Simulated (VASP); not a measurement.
Runs of VASP 6.6.1 on Ir. The structure is that of space group Fm-3m (No. 225), or close to it. The cells are those of the table. 

```tsv
task	level	cell	k mesh	smearing	gap on the mesh (eV)	pressure (GPa)
single point	PBE	a = 2.700, b = 2.716, c = 2.780 Å, angles 59.0, 59.4, 60.3°, 1 atom	16 × 16 × 16	gaussian 0.1 eV	none	6.7
single point	PBE	a = 2.748, b = 2.728 Å, angles 60.2, 59.5, 60.2°, 1 atom	16 × 16 × 16	gaussian 0.1 eV	none	-1.0
single point	r2SCAN	a = 2.702 Å, angles 60.0°, 1 atom	18 × 18 × 18	gaussian 0.1 eV	none	(a)
single point	PBE	a = 2.737 Å, angles 60.0°, 1 atom	18 × 18 × 18	gaussian 0.1 eV	none	0.5
```

Alike in all rows: potentials or basis VASP PAW PBE potentials, release 64 (Ir); no spin polarisation; cutoff (eV) 520.

**Question.** Estimate the missing entries.

**Answer.** (a) 9.7.

Caveats: spin-orbit coupling is left out, which moves the levels of the heavy elements; the PAW data sets were made with another functional, which shifts forces and pressure a little (some runs).

A k mesh can miss the band edges, and the runs leave out spin-orbit coupling on Ir.

A gap of «none» marks levels without a gap at the run's occupations.
